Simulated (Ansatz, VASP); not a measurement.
**BiS: VASP beside Ansatz**

```
Bi S
1.0
     4.05562    0.00000    0.00000
     0.00000    4.05562    0.00000
     0.00000    0.00000    4.05562
Bi S
1 1
Direct
  0.50000 0.50000 0.50000
  0.00000 0.00000 0.00000
```

Change from the starting cell: volume scaled by 1.04.

Alike in both runs: task single point; functional PBE; k mesh 7 × 7 × 7; occupations fermi-dirac, width 0.05 eV; no spin polarisation.

|  | VASP | Ansatz |
| --- | --- | --- |
| version | VASP 6.6.1 | Ansatz 0.2.0 |
| potentials or method | VASP PAW PBE potentials, release 64 (Bi_d, S), cutoff 520 eV | all-electron LAPW, scalar-relativistic |

|  | VASP | Ansatz | Ansatz less VASP |
| --- | --- | --- | --- |
| gap on the k mesh at the Fermi level (eV) | none | none | - |
| pressure (GPa) | -11.2 | -11.2 | +0.06 |

A gap of «none» marks a metal or a gap that the smearing closes. Ansatz ran all-electron here, and VASP with PAW potentials.

Neither program's run includes spin-orbit coupling.
